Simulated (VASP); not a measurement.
# NaTbBr4 (P4/mmm) in VASP: notebook, part 2 of 2

VASP 6.6.1. The steps go on from the part before.

**4. Single point, PBE**

INCAR reads:

```
PREC = Accurate ; ENCUT = 500
EDIFF = 1E-6 ; ISMEAR = 0
SIGMA = 0.1 ; LREAL = F
LASPH = T ; NELM = 200
ALGO = Normal ; ISIF = 2
LWAVE = F ; LCHARG = F
GGA = PE ; NBANDS = 31
GGA_COMPAT = F ; LMAXMIX = 6
```

KPOINTS reads:

```
Automatic mesh
0
Gamma
  4 4 4
```

POSCAR reads:

```
NaTbBr4
1.0
    7.4480291440      0.0000000000      0.0000000000
    0.0000000000      7.4480291440      0.0000000000
    0.0000000000      0.0000000000      3.7679710802
Na Tb Br
1 1 4
Direct
    0.5000000000      0.5000000000      0.5000000000
    0.0000000000      0.0000000000      0.0000000000
    0.2237821373      0.7762178627      0.5000000000
    0.7762178627      0.2237821373      0.5000000000
    0.2237821373      0.2237821373      0.5000000000
    0.7762178627      0.7762178627      0.5000000000
```

Potentials or basis: VASP PAW PBE potentials, release 64 (Na_pv, Tb_3, Br), 4f in core.

On the command line:

```
> cat potpaw_PBE.64/Na_pv/POTCAR potpaw_PBE.64/Tb_3/POTCAR potpaw_PBE.64/Br/POTCAR > POTCAR
> mpirun -np 1 vasp_std > vasp.out
```

OUTCAR:

```text
PREC = Accurate
   ENCUT = 500
   EDIFF = 1E-6
   ISMEAR = 0
   LREAL = F
   LASPH = T
   NELM = 200
   ISIF = 2
   GGA = PE

 ion  position               nearest neighbor table
   1  0.500  0.500  0.500-
   2  0.000  0.000  0.000-   3 3.02   4 3.02   5 3.02   6 3.02   3 3.02   4 3.02   5 3.02   6 3.02

   3  0.224  0.776  0.500-   2 3.02   2 3.02
   4  0.776  0.224  0.500-   2 3.02   2 3.02
   5  0.224  0.224  0.500-   2 3.02   2 3.02
   6  0.776  0.776  0.500-   2 3.02   2 3.02

  LATTYP: Found a simple tetragonal cell.
 ALAT       =     7.4480291440
 C/A-ratio  =     0.5059017637

  Lattice vectors:

 A1 = (   7.4480291440,   0.0000000000,   0.0000000000)
 A2 = (   0.0000000000,   7.4480291440,   0.0000000000)
 A3 = (   0.0000000000,   0.0000000000,   3.7679710802)

Analysis of symmetry for initial positions (statically):
=====================================================================
 Subroutine PRICEL returns:
 Original cell was already a primitive cell.

 Routine SETGRP: Setting up the symmetry group for a
 simple tetragonal supercell.

 Subroutine GETGRP returns: Found 16 space group operations
 (whereof 16 operations were pure point group operations)
 out of a pool of 16 trial point group operations.

The static configuration has the point symmetry D_4h.

Analysis of symmetry for dynamics (positions and initial velocities):
=====================================================================
 Subroutine PRICEL returns:
 Original cell was already a primitive cell.

 Routine SETGRP: Setting up the symmetry group for a
 simple tetragonal supercell.

 Subroutine GETGRP returns: Found 16 space group operations
 (whereof 16 operations were pure point group operations)
 out of a pool of 16 trial point group operations.

The dynamic configuration has the point symmetry D_4h.

 Subroutine INISYM returns: Found 16 space group operations
 (whereof 16 operations are pure point group operations),
 and found     1 'primitive' translations

----------------------------------------------------------------------------------------

                                     Primitive cell

  volume of cell :     209.0212

  direct lattice vectors                    reciprocal lattice vectors
     7.448029144  0.000000000  0.000000000     0.134263707  0.000000000  0.000000000
     0.000000000  7.448029144  0.000000000     0.000000000  0.134263707  0.000000000
     0.000000000  0.000000000  3.767971080     0.000000000  0.000000000  0.265394818

  length of vectors
     7.448029144  7.448029144  3.767971080     0.134263707  0.134263707  0.265394818

  position of ions in fractional coordinates (direct lattice)
     0.500000000  0.500000000  0.500000000
     0.000000000  0.000000000  0.000000000
     0.223782137  0.776217863  0.500000000
     0.776217863  0.223782137  0.500000000
     0.223782137  0.223782137  0.500000000
     0.776217863  0.776217863  0.500000000

  ion indices of the primitive-cell ions
   primitive index   ion index
                 1           1
                 2           2
                 3           3
                 4           4
                 5           5
                 6           6

----------------------------------------------------------------------------------------

 KPOINTS: Automatic mesh

Automatic generation of k-mesh.
 Grid dimensions read from file:
 generate k-points for:    4    4    4

 Generating k-lattice:

  Cartesian coordinates                     Fractional coordinates (reciprocal lattice)
     0.033565927  0.000000000  0.000000000     0.250000000  0.000000000  0.000000000
     0.000000000  0.033565927  0.000000000     0.000000000  0.250000000  0.000000000
     0.000000000  0.000000000  0.066348705     0.000000000  0.000000000  0.250000000

  Length of vectors
     0.033565927  0.033565927  0.066348705

  Shift w.r.t. Gamma in fractional coordinates (k-lattice)
     0.000000000  0.000000000  0.000000000

 Subroutine IBZKPT returns following result:
 ===========================================

 Found     18 irreducible k-points:

 Following reciprocal coordinates:
            Coordinates               Weight
  0.000000  0.000000  0.000000      1.000000
  0.250000  0.000000  0.000000      4.000000
  0.500000  0.000000  0.000000      2.000000
  0.250000  0.250000  0.000000      4.000000
  0.500000  0.250000  0.000000      4.000000
  0.500000  0.500000  0.000000      1.000000
[... 10 lines left out ...]
  0.500000  0.250000  0.500000      4.000000
  0.500000  0.500000  0.500000      1.000000
   k-points           NKPTS =     18   k-points in BZ     NKDIM =     18   number of bands    NBANDS=     31
   number of dos      NEDOS =    301   number of ions     NIONS =      6
   total plane-waves  NPLWV =  81648
   dimension x,y,z NGX =    54 NGY =   54 NGZ =   28
   dimension x,y,z NGXF=   108 NGYF=  108 NGZF=   56
   ions per type =               1   1   4
   NGX,Y,Z   is equivalent  to a cutoff of  12.05, 12.05, 12.35 a.u.
   NGXF,Y,Z  is equivalent  to a cutoff of  24.11, 24.11, 24.71 a.u.
 SYSTEM =  unknown system
   PREC   = accura    normal or accurate (medium, high low for compatibility)
   ISTART =      0    job   : 0-new  1-cont  2-samecut
   ICHARG =      2    charge: 1-file 2-atom 10-const
   ISPIN  =      1    spin polarized calculation?
   LNONCOLLINEAR =      F non collinear calculations
   LSORBIT =      F    spin-orbit coupling
   LASPH  =      T    aspherical Exc in radial PAW
   ENCUT  =  500.0 eV  36.75 Ry    6.06 a.u.  13.58 13.58  6.87*2*pi/ulx,y,z
   NELM   =    200;   NELMIN=  2; NELMDL= -5     # of ELM steps
   EDIFF  = 0.1E-05   stopping-criterion for ELM
   LREAL  =      F    real-space projection
[... 7 lines left out ...]
   TEBEG  =    0.0;   TEEND  =   0.0 temperature during run
   PSTRESS=    0.0 pullay stress
   NELECT =      44.0000    total number of electrons
   NUPDOWN=      -1.0000    fix difference up-down
   EMIN   =  10.00;   EMAX   =-10.00  energy-range for DOS
   EFERMI =   0.00;   METHOD = LEGACY
   ISMEAR =     0;   SIGMA  =   0.10  broadening in eV -4-tet -1-fermi 0-gaus
   EFERMI_NEDOS =   21; number of points for ismear=-14 and -15
   IALGO  =     38    algorithm
   IMIX   =      4    mixing-type and parameters
     AMIX     =   0.40;   BMIX     =  1.00
     AMIX_MAG =   1.60;   BMIX_MAG =  1.00
  volume/ion in A,a.u.               =      34.84       235.09
  Fermi-wavevector in a.u.,A,eV,Ry     =   0.973858  1.840325 12.903757  0.948399
  Thomas-Fermi vector in A             =   2.104271
   LORBIT       =      0    0 simple, 1 ext, 2 COOP (PROOUT), +10 PAW based schemes
   GGA     = PE    functional components
   LHFCALC =     F    Hartree Fock is set to
   AEXX    =    0.0000 exact exchange contribution
   IVDW    =     0    specifies the selected vdW correction
   LEPSILON=     F    determine dielectric tensor
   LRPA    =     F    only Hartree local field effects (RPA)
 non-spin polarized calculation
 Gauss-broadening in eV      SIGMA  =   0.10
  energy-cutoff  :      500.00
  volume of cell :      209.02
 maximum number of plane-waves:      5336
   NGX = 27   NGY = 27   NGZ = 13

 number of electron      44.0000008 magnetization

 Free energy of the ion-electron system (eV)
  ---------------------------------------------------
  ext. energy  EPLUGINS =         0.00000000
  ---------------------------------------------------
  free energy    TOTEN  =       -21.73363250 eV

  energy without entropy =      -21.73363250  energy(sigma->0) =      -21.73363250

 E-fermi :   0.4605     XC(G=0):  -7.4856

 val. band max:        0.0416113071   @ k =   0.0000   0.0000   0.5000
 cond. band min:       1.2375526717   @ k =   0.0000   0.0000   0.0000
 fundamental gap:      1.1959413646
 Fermi energy:         0.4605329790

 k-point     1 :       0.0000    0.0000    0.0000
  band No.  band energies     occupation
      1     -23.7685      2.00000
      2     -23.6810      2.00000
      3     -23.6810      2.00000
      4     -22.9376      2.00000
      5     -22.9376      2.00000
      6     -22.8675      2.00000
[... 601 lines left out ...]
     30       6.9041      0.00000
     31       6.9041      0.00000

------------------------ aborting loop because EDIFF is reached ----------------------------------------

  FORCE on cell =-STRESS in cart. coord.  units (eV):
  Direction    XX          YY          ZZ          XY          YZ          ZX
  --------------------------------------------------------------------------------------
  -------------------------------------------------------------------------------------
  Total       -0.1638381     -0.1638381     -0.2044253      0.0000000      0.0000000      0.0000000
  in kB       -1.2558425     -1.2558425     -1.5669493      0.0000000      0.0000000      0.0000000
  external PRESSURE =      -1.3595447 kB  Pullay stress =       0.0000000 kB

 VOLUME and BASIS-vectors are now :
 -----------------------------------------------------------------------------
  energy-cutoff  :      500.00
  volume of cell :      209.02
      direct lattice vectors                 reciprocal lattice vectors
     7.448029144  0.000000000  0.000000000     0.134263707  0.000000000  0.000000000
     0.000000000  7.448029144  0.000000000     0.000000000  0.134263707  0.000000000
     0.000000000  0.000000000  3.767971080     0.000000000  0.000000000  0.265394818

 POSITION                                       TOTAL-FORCE (eV/Angst)
 -----------------------------------------------------------------------------------
      3.72401      3.72401      1.88399         0.000000      0.000000      0.000000
      0.00000      0.00000      0.00000         0.000000      0.000000      0.000000
      1.66674      5.78129      1.88399        -0.001773      0.001773     -0.000000
      5.78129      1.66674      1.88399         0.001773     -0.001773      0.000000
      1.66674      1.66674      1.88399        -0.001773     -0.001773      0.000000
      5.78129      5.78129      1.88399         0.001773      0.001773      0.000000
 -----------------------------------------------------------------------------------
    total drift:                                0.000000      0.000000      0.000000

  FREE ENERGIE OF THE ION-ELECTRON SYSTEM (eV)
  ---------------------------------------------------
  free  energy   TOTEN  =       -21.7336325035 eV

  energy  without entropy=      -21.7336325035  energy(sigma->0) =      -21.73363250
```

OSZICAR:

```text
N       E                     dE             d eps       ncg     rms          rms(c)
DAV:   1     0.334409553515E+03    0.33441E+03   -0.18530E+04  1132   0.120E+03
DAV:   2     0.130761383780E+02   -0.32133E+03   -0.30853E+03  1368   0.298E+02
DAV:   3    -0.217009303257E+02   -0.34777E+02   -0.34275E+02  1386   0.946E+01
DAV:   4    -0.225536508176E+02   -0.85272E+00   -0.85057E+00  1335   0.174E+01
DAV:   5    -0.225727439765E+02   -0.19093E-01   -0.19090E-01  1364   0.248E+00    0.175E+01
DAV:   6    -0.218125177251E+02    0.76023E+00   -0.10045E+00  1436   0.441E+00    0.121E+01
DAV:   7    -0.217627452303E+02    0.49772E-01   -0.97082E-01  1461   0.425E+00    0.208E+00
DAV:   8    -0.217303150457E+02    0.32430E-01   -0.14185E-01  1375   0.201E+00    0.222E-01
DAV:   9    -0.217314441148E+02   -0.11291E-02   -0.11517E-02  1186   0.541E-01    0.226E-01
DAV:  10    -0.217324206000E+02   -0.97649E-03   -0.10637E-03  1286   0.158E-01    0.826E-02
DAV:  11    -0.217334290143E+02   -0.10084E-02   -0.10044E-03  1152   0.148E-01    0.440E-02
DAV:  12    -0.217336189141E+02   -0.18990E-03   -0.26651E-04  1236   0.721E-02    0.218E-02
DAV:  13    -0.217336303821E+02   -0.11468E-04   -0.20972E-05  1331   0.217E-02    0.941E-03
DAV:  14    -0.217336323115E+02   -0.19293E-05   -0.28489E-06  1112   0.991E-03    0.407E-03
DAV:  15    -0.217336325035E+02   -0.19201E-06   -0.14714E-07   987   0.258E-03
   1 F= -.21733633E+02 E0= -.21733633E+02  d E =-.210687E-10
```

Run time: 49 s. Hardware: 1 thread of AMD EPYC 9R45 (Zen 5), shared host; peak memory 0.3 GiB.

Results:

```
Free energy            : -21.7336 eV
Pressure               : -0.1 GPa
Band gap on the k mesh : 1.20 eV (least direct gap 1.40 eV)
```

Forces on the atoms (eV/Å):
```
Na   0.000  0.000  0.000
Tb   0.000  0.000  0.000
Br  -0.002  0.002  0.000
Br   0.002 -0.002  0.000
Br  -0.002 -0.002  0.000
Br   0.002  0.002  0.000
```

Levels at points of the mesh, in eV from the valence-band top:
```csv
k point,band 20,band 21,band 22,band 23,band 24,band 25
"(0.00, 0.00, 0.00)",-0.90,-0.73,-0.20,1.20,2.88,3.44
"(0.50, 0.00, 0.00)",-0.84,-0.78,-0.49,1.46,3.52,3.81
"(0.50, 0.50, 0.00)",-1.21,-0.90,-0.83,1.55,3.10,3.75
"(0.00, 0.00, 0.50)",-0.73,-0.73,0.00,2.53,3.71,4.45
"(0.50, 0.00, 0.50)",-1.33,-0.65,-0.23,2.61,3.96,4.20
"(0.50, 0.50, 0.50)",-1.21,-1.21,-0.60,2.69,3.56,4.66
```

Caveat: spin-orbit coupling is left out, which moves the levels of the heavy elements; the 4f electrons are frozen in the core, so they carry no moment and show no levels. Spin polarisation is off, so any magnetic state and its effect on volume and gap are missing.

**5. Relaxation of cell and atoms, PBE**

This run uses another cell than the first one, of 37.90 Å³/atom.

INCAR reads:

```
SYSTEM = NaTbBr4
PREC = Accurate
ENCUT = 500
EDIFF = 1E-7
ISMEAR = 0
SIGMA = 0.1
LREAL = .FALSE.
LASPH = .TRUE.
NELM = 200
ALGO = Normal
ISIF = 3
LWAVE = .FALSE.
LCHARG = .FALSE.
GGA = PE
IBRION = 2
NSW = 90
EDIFFG = -0.04
GGA_COMPAT = .FALSE.
NELMIN = 4
LMAXMIX = 6
```

KPOINTS reads:

```
regular mesh
0
G
  2 2 4
  0 0 0
```

POSCAR reads:

```
NaTbBr4
1.0
    7.4826378800      0.0000000000      0.0000000000
    0.0000000000      7.4826378800      0.0000000000
    0.0000000000      0.0000000000      4.0616636100
Na Tb Br
1 1 4
Direct
    0.5000000000      0.5000000000      0.5000000000
    0.0000000000      0.0000000000      0.0000000000
    0.2287781000      0.7712219000      0.5000000000
    0.7712219000      0.2287781000      0.5000000000
    0.2287781000      0.2287781000      0.5000000000
    0.7712219000      0.7712219000      0.5000000000
```

On the command line:

```
> cat potpaw_PBE.64/Na_pv/POTCAR potpaw_PBE.64/Tb_3/POTCAR potpaw_PBE.64/Br/POTCAR > POTCAR
> mpirun -np 1 vasp_std > vasp.out
```

Run time: 2.4 min. Hardware: 1 thread of AMD EPYC 9R45 (Zen 5), shared host; peak memory 0.31 GiB.

It converged, with:

```yaml
Free_energy: -21.7022 eV
Relaxed_volume: 34.80 Å³/atom
Relaxed_cell: a = 7.448 Å, b = 7.448 Å, c = 3.764 Å, α = 90.00°, β = 90.00°, γ = 90.00°
Space_group_after_relaxing_to_0.1_Å: P4/mmm (No. 123)
Energy_gained_by_relaxing: 56.2 meV/atom
Ionic_steps: 8
Pressure_after_relaxing: -0.1 GPa
Largest_force_after_relaxing: 0.025 eV/Å
Band_gap_on_the_k_mesh: 1.18 eV (least direct gap 1.39 eV)
```

Forces on the atoms (eV/Å):
```
Na   0.000  0.000  0.000
Tb   0.000  0.000  0.000
Br  -0.018  0.018  0.000
Br   0.018 -0.018  0.000
Br  -0.018 -0.018  0.000
Br   0.018  0.018  0.000
```

The path:
| step | energy change (eV) | largest force (eV/Å) | pressure (GPa) | volume (Å³) |
| --- | --- | --- | --- | --- |
| 1 | 0.0000 | 0.5857 | -2.42 | 227.41 |
| 2 | -0.2984 | 0.1429 | -0.29 | 209.02 |
| 3 | -0.3141 | 0.0043 | 0.41 | 204.65 |
| 4 | -0.3142 | 0.0107 | 0.49 | 204.21 |
| 5 | -0.3335 | 0.0615 | 0.17 | 206.03 |
| 6 | -0.3342 | 0.0781 | 0.10 | 206.44 |
| 7 | -0.3358 | 0.0592 | 0.05 | 207.27 |
| 8 | -0.3370 | 0.0253 | -0.05 | 208.79 |

Final structure:
```cif
data_structure
_symmetry_space_group_name_H-M 'P 1'
_symmetry_Int_Tables_number 1
_cell_length_a 7.4480
_cell_length_b 7.4480
_cell_length_c 3.7638
_cell_angle_alpha 90.000
_cell_angle_beta 90.000
_cell_angle_gamma 90.000
_cell_volume 208.79
loop_
_atom_site_label
_atom_site_type_symbol
_atom_site_fract_x
_atom_site_fract_y
_atom_site_fract_z
_atom_site_occupancy
Na1 Na 0.50000 0.50000 0.50000 1
Tb1 Tb 0.00000 0.00000 0.00000 1
Br1 Br 0.22403 0.77597 0.50000 1
Br2 Br 0.77597 0.22403 0.50000 1
Br3 Br 0.22403 0.22403 0.50000 1
Br4 Br 0.77597 0.77597 0.50000 1
```

Levels at points of the mesh, in eV from the valence-band top:
| k point | band 20 | band 21 | band 22 | band 23 | band 24 | band 25 |
| --- | --- | --- | --- | --- | --- | --- |
| (0.00, 0.00, 0.00) | -0.90 | -0.72 | -0.21 | 1.18 | 2.88 | 3.43 |
| (0.50, 0.00, 0.00) | -0.85 | -0.77 | -0.50 | 1.45 | 3.51 | 3.81 |
| (0.50, 0.50, 0.00) | -1.20 | -0.91 | -0.82 | 1.54 | 3.10 | 3.75 |
| (0.00, 0.00, 0.50) | -0.73 | -0.73 | 0.00 | 2.53 | 3.70 | 4.44 |
| (0.50, 0.00, 0.50) | -1.33 | -0.65 | -0.23 | 2.61 | 3.95 | 4.19 |
| (0.50, 0.50, 0.50) | -1.21 | -1.21 | -0.61 | 2.69 | 3.55 | 4.65 |

Caveat: spin-orbit coupling is left out, which moves the levels of the heavy elements; the 4f electrons are frozen in the core, so they carry no moment and show no levels. Spin polarisation is off, so any magnetic state and its effect on volume and gap are missing.

**6. The runs side by side**

```csv
task,cell,k mesh,gap on the mesh (eV),pressure (GPa),largest force (eV/Å)
single point,"a = 7.448, b = 7.448, c = 3.768 Å, 6 atoms, atomic positions A",2 × 2 × 4,1.19,-0.1,0.01
single point,"a = 7.483, b = 7.483, c = 4.062 Å, 6 atoms, atomic positions B",2 × 2 × 4,1.40,-2.4,0.59
single point,"a = 7.448, b = 7.448, c = 3.768 Å, 6 atoms, atomic positions A",4 × 4 × 4,1.20,-0.1,-
relaxation of cell and atoms,"relaxed from a = 7.483, b = 7.483, c = 4.062 Å, 6 atoms, atomic positions B",2 × 2 × 4,1.18,-0.1,0.03
```

Alike in all rows: level PBE; potentials or basis VASP PAW PBE potentials, release 64 (Na_pv, Tb_3, Br), 4f in core; no spin polarisation; cutoff (eV) 500; smearing gaussian 0.1 eV.

Caveats: some runs use coarse meshes; spin-orbit coupling is left out, which moves the levels of the heavy elements; the 4f electrons are frozen in the core, so they carry no moment and show no levels.

Absolute energies hang on the potentials; compare differences alone.
